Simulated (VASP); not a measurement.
# ScSi2: single point with PBEsol

ScSi2:

```xyz
3
Lattice="3.6722 0.0000 0.0000 -1.8361 3.1802 0.0000 0.0000 0.0000 3.8829" Properties=species:S:1:pos:R:3 pbc="T T T"
Sc    0.0000    0.0000    0.0000
Si    0.0000    2.1201    1.9414
Si    1.8361    1.0601    1.9414
```

```
Program             : VASP 6.6.1
Task                : single point
Functional          : PBEsol
Potentials or basis : VASP PAW PBE potentials, release 64 (Sc_sv, Si)
Cutoff              : 520 eV
k mesh              : 13 × 13 × 11
Occupations         : fermi-dirac, width 0.05 eV
Spin                : no spin polarisation
```

```yaml
Pressure: 20.2 GPa
Band_gap_on_the_k_mesh: zero (an odd number of electrons rules out a gap without spin polarisation)
```

Stress tensor (GPa, compression positive):
```
32.05  0.00  0.00
 0.00 32.05  0.00
 0.00  0.00 -3.40
```

Levels at points of the mesh, in eV from the Fermi level:
```
           k point  band 6  band 7  band 8  band 9  band 10  band 11  band 12  band 13  band 14  band 15
(0.00, 0.00, 0.00)   -3.51   -3.41   -3.41   -2.07     1.10     1.10     1.16     1.63     1.63     2.65
```

Wall time 2.3 min on 1 thread of Intel Xeon 8259CL, with other jobs on the host, peak memory 0.22 GiB.

Caveat: the cell stands under pressure; the PAW data sets were made with another functional, which shifts forces and pressure a little.
